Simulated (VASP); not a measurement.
Wanted: the native input for a VASP 6.6.1 run.

* Task: single point
* Functional: PBEsol
* Potentials or basis: VASP PAW PBE potentials, release 64 (S)
* Cutoff: 520 eV
* k mesh: 5 × 5 × 5
* Occupations: fermi-dirac, width 0.05 eV
* Spin: no spin polarisation
* Dipole correction: no
* Further INCAR settings: ALGO = Normal; EDIFF = 1e-07; NBANDS = 27

The structure of S lies in POSCAR:

```
S
1.0
    5.2101971411      3.0081087220      1.4581843531
   -5.2101971411      3.0081087220      1.4581843531
    0.0000000000     -6.0162174439      1.4581843531
S
6
Direct
    0.5942797293      0.3537075641      0.2432629350
    0.2432629350      0.5942797293      0.3537075641
    0.3537075641      0.2432629350      0.5942797293
    0.4057202707      0.6462924359      0.7567370650
    0.7567370650      0.4057202707      0.6462924359
    0.6462924359      0.7567370650      0.4057202707
```

One way to write it, as run:

INCAR

```
  PREC = Accurate
  ENCUT = 520
  EDIFF = 1E-7
  ISMEAR = -1
  SIGMA = 0.05
  LREAL = F
  LASPH = T
  NELM = 60
  ALGO = Normal
  ISIF = 2
  LWAVE = F
  LCHARG = T
  GGA = PS
  LELF = T
  LVHAR = T
  NBANDS = 27
```

KPOINTS

```
Automatic mesh
0
Gamma
  5 5 5
```

Potentials or basis: VASP PAW PBE potentials, release 64 (S).

The run is started by

```bash
$ cat potpaw_PBE.64/S/POTCAR > POTCAR
$ mpirun -np 1 vasp_std > vasp.out
```

Results of the run:

* Pressure: -0.4 GPa
* Largest force: 0.106 eV/Å
* Band gap on the k mesh: 2.13 eV (least direct gap 2.22 eV)

Caveat: this functional lacks dispersion, which holds the molecules together, so the pressure and a relaxed volume are unreliable; the PAW data sets were made with another functional, which shifts forces and pressure a little.

It took 56 s on 1 thread of Intel(R) Xeon(R) Platinum 8488C (Sapphire Rapids), with other jobs on the host, peak memory 0.31 GiB.
